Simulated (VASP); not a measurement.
Input of a VASP 6.6.1 run:

File INCAR:

```
SYSTEM = TmI4
PREC = Accurate
ENCUT = 500
EDIFF = 1E-6
ISMEAR = 0
SIGMA = 0.2
LREAL = .False.
LASPH = .True.
NELM = 200
ALGO = Normal
ISIF = 2
LWAVE = .False.
LCHARG = .False.
GGA = PE
NBANDS = 26
GGA_COMPAT = .False.
LMAXMIX = 6
```

KPOINTS

```
Automatic mesh
0
Gamma
  5 5 5
  0 0 0
```

Contents of POSCAR:

```
TmI4
1.0
   -1.8112602616      1.8112602616     14.3588637335
    1.8112602616     -1.8112602616     14.3588637335
    1.8112602616      1.8112602616    -14.3588637335
Tm I
1 4
Direct
    0.0000000000      0.0000000000      0.0000000000
    0.4360803028      0.4360803028      0.0000000000
    0.8213299664      0.8213299664      0.0000000000
    0.1786700336      0.1786700336      0.0000000000
    0.5639196972      0.5639196972      0.0000000000
```

Potentials or basis: VASP PAW PBE potentials, release 64 (Tm_3, I), 4f in core.

Launch:

```console
$ cat potpaw_PBE.64/Tm_3/POTCAR potpaw_PBE.64/I/POTCAR > POTCAR
$ mpirun -np 1 vasp_std > vasp.out
```

(1) Predict the pressure.

(2) Estimate the largest force.

(3) Estimate the band gap on the k mesh.

## Answers

(1) 0.2 GPa.

(2) 0.099 eV/Å.

(3) zero (an odd number of electrons rules out a gap without spin polarisation).

Caveat: spin-orbit coupling is left out, which moves the levels of the heavy elements; the 4f electrons are frozen in the core, so they carry no moment and show no levels; an odd number of electrons without spin polarisation forces a metal; a magnetic or distorted state may lie lower; the run has no spin polarisation, though such a crystal can be magnetic.
